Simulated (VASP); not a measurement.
Set up this calculation in VASP 6.6.1, as the native input.

```yaml
Task: molecular dynamics
Functional: PBE
Dispersion: D3(BJ)
Potentials_or_basis: VASP PAW PBE potentials, release 64 (Cl)
Cutoff: 520 eV
k_mesh: 1 × 1 × 1
Occupations: fermi-dirac, width 0.02 eV
Spin: no spin polarisation
Dipole_correction: no
Further_INCAR_settings: ALGO = Normal; EDIFF = 1e-05; ISYM = 0; IBRION = 0; POTIM = 3.0; NSW = 40
```

The structure of Cl lies in POSCAR:

```
Cl
1.0
    7.6630940000      0.0000000000      0.0000000000
    0.0000000000      7.6630940000      0.0000000000
    0.0000000000      0.0000000000      7.6630940000
Cl
12
Direct
    0.5439659800      0.3574687700      0.1639933800
    0.2934365000      0.3670598100      0.0625664000
    0.6456992000      0.6416431200      0.6149076300
    0.4352014000      0.7008547400      0.4738773500
    0.8055200600      0.3947569500      0.9430047500
    1.0451819700      0.3857933300      0.8191291400
    0.0978105000      0.9016638700      0.6790372400
    0.0825350400      0.8933525100      0.3921507000
    0.6899818200     -0.1198560600      0.9942513900
    0.6806260600      0.0316236500      0.7748753300
    0.0615790100      0.8799347900      0.0098726100
    0.3356235800      0.8735432900      0.0095373200
```

One way to write it, as run:

INCAR

```
SYSTEM = Cl
PREC = Accurate
ENCUT = 520
EDIFF = 1E-5
ISMEAR = -1
SIGMA = 0.02
LREAL = .FALSE.
LASPH = .TRUE.
NELM = 100
ALGO = Normal
ISIF = 2
LWAVE = .FALSE.
LCHARG = .FALSE.
GGA = PE
IVDW = 12
IBRION = 0
NSW = 40
POTIM = 3.0
TEBEG = 300.0
TEEND = 300.0
ISYM = 0
NELMIN = 4
RANDOM_SEED = 645787 0 0
MDALGO = 1
ANDERSEN_PROB = 0.0
```

KPOINTS

```
Automatic mesh
0
G
  1 1 1
  0 0 0
```

Potentials or basis: VASP PAW PBE potentials, release 64 (Cl).

Run with:

```bash
$ cat potpaw_PBE.64/Cl/POTCAR > POTCAR
$ mpirun -np 1 vasp_gam > vasp.out
```

It gave:

* Dispersion energy per atom: -0.112 eV

Caveat: the k points lie up to 0.82 Å⁻¹ apart, too coarse for converged energies, forces and pressures.

Wall time 10 min on 1 thread of Intel(R) Xeon(R) Platinum 8259CL CPU @ 2.50GHz (Skylake/Cascade Lake) (shared host), peak memory 0.52 GiB.
